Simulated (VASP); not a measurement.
## Al2Cu: relaxation of cell and atoms with LDA

Al2Cu:

```
CELL_PARAMETERS angstrom
-2.03034 2.03034 2.85109
2.03034 -2.03034 2.85109
2.03034 2.03034 -2.85109
ATOMIC_POSITIONS crystal
Cu 0.50000 0.50000 0.00000
Al 0.25000 0.75000 0.50000
Al 0.75000 0.25000 0.50000
```

| Quantity | Value |
| --- | --- |
| Program | VASP 6.6.1 |
| Task | relaxation of cell and atoms |
| Functional | LDA |
| Potentials or basis | VASP PAW LDA potentials, release 64 (Cu, Al) |
| Cutoff | 780 eV |
| k mesh | 13 × 13 × 13 |
| Occupations | gaussian, width 0.04 eV |
| Spin | no spin polarisation |
| Tolerance level | standard |
| Purpose | cell |
| Passes | 3 |
| Further INCAR settings | ALGO = Normal; EDIFF = 1e-07 |

* Relaxed volume: 15.24 Å³/atom
* Relaxed cell: a = 4.014 Å, b = 4.014 Å, c = 4.014 Å, α = 120.00°, β = 120.00°, γ = 90.00°
* Space group after relaxing (to 0.1 Å): Fm-3m (No. 225)
* Energy gained by relaxing: 4.1 meV/atom
* Ionic steps: 11
* Pressure after relaxing: 0.0 GPa
* Band gap on the k mesh: zero (an odd number of electrons rules out a gap without spin polarisation)

Step by step:
```csv
step,energy change (eV),largest force (eV/Å),pressure (GPa),volume (Å³)
1,0.0000,0.0000,-2.89,47.01
2,-0.0095,0.0000,1.50,45.12
3,-0.0122,0.0000,0.06,45.71
4,-0.0122,0.0000,-0.05,45.74
5,-0.0123,0.0000,-0.04,45.74
6,-0.0124,0.0000,-0.05,45.75
7,-0.0124,0.0000,-0.06,45.75
8,-0.0124,0.0000,0.06,45.70
9,-0.0124,0.0000,0.02,45.72
10,-0.0124,0.0000,-0.02,45.72
11,-0.0124,0.0000,-0.02,45.72
```

Final structure:
```xyz
3
Lattice="-2.0068 2.0068 2.8381 2.0068 -2.0068 2.8381 2.0068 2.0068 -2.8381" Properties=species:S:1:pos:R:3 pbc="T T T"
Cu    0.0000    0.0000    2.8381
Al    2.0068    0.0000    1.4190
Al    0.0000    2.0068    1.4190
```

Levels at points of the mesh, in eV from the Fermi level:
| k point | band 5 | band 6 | band 7 | band 8 | band 9 | band 10 | band 11 | band 12 |
| --- | --- | --- | --- | --- | --- | --- | --- | --- |
| (0.00, 0.00, 0.00) | -4.16 | -4.16 | 2.98 | 2.98 | 2.98 | 3.08 | 3.08 | 3.08 |

Wall time 5.8 min on 8 MPI ranks on Intel(R) Xeon(R) Platinum 8488C (Sapphire Rapids) (shared host), peak memory 0.41 GiB a rank.
